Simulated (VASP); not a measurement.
## BeC: single point with PBE

Crystal: BeC.

```
Be C
1.0
     1.41595   -3.73601    0.00000
     1.41595    3.73601    0.00000
     0.00000    0.00000    2.81277
Be C
2 2
Direct
  0.85400 0.14600 0.75000
  0.14600 0.85400 0.25000
  0.55000 0.45000 0.75000
  0.45000 0.55000 0.25000
```

```yaml
Program: VASP 6.6.1
Task: single point
Functional: PBE
Potentials_or_basis: VASP PAW PBE potentials, release 64 (Be, C)
Cutoff: 520 eV
k_mesh: 6 × 6 × 6
Occupations: gaussian, width 0.1 eV
Spin: no spin polarisation
```

```
Pressure               : -19.3 GPa
Largest force          : 2.394 eV/Å
Band gap on the k mesh : zero (bands 6 and 7 overlap by 2.58 eV)
```

Forces on the atoms (eV/Å):
```
Be   0.000  0.155  0.000
Be   0.000 -0.155  0.000
C    0.000 -2.394  0.000
C    0.000  2.394  0.000
```

Stress tensor (GPa, compression positive):
```
  4.99   0.00   0.00
  0.00 -19.43   0.00
  0.00   0.00 -43.35
```

Levels at points of the mesh, in eV from the Fermi level:
```csv
k point,band 2,band 3,band 4,band 5,band 6,band 7,band 8,band 9,band 10,band 11
"(0.00, 0.00, 0.00)",-8.62,-7.93,-7.45,-5.36,-0.37,1.60,2.55,5.48,5.66,6.31
"(0.50, 0.00, 0.00)",-11.43,-9.26,-6.99,-4.95,-0.35,1.04,2.30,4.77,5.06,7.38
"(0.50, 0.50, 0.00)",-12.18,-7.70,-5.81,-0.86,-0.21,1.98,2.32,2.77,3.50,8.31
"(0.00, 0.00, 0.50)",-15.76,-6.52,-6.52,-1.47,-1.47,-0.54,-0.54,5.09,5.09,6.74
"(0.50, 0.00, 0.50)",-14.21,-7.77,-7.77,-5.64,-5.64,0.27,0.27,5.83,5.83,6.21
"(0.50, 0.50, 0.50)",-15.44,-8.52,-8.52,-1.82,-1.82,4.17,4.17,5.23,5.23,8.72
```

Wall time 49 s on 1 thread of Intel Xeon 8259CL (shared host), peak memory 0.16 GiB.

Caveat: the k points lie up to 0.40 Å⁻¹ apart, too coarse for converged energies and pressures of a metal; forces of over 1 eV/Å act on the atoms, so gaps and moduli don't describe the material at rest.
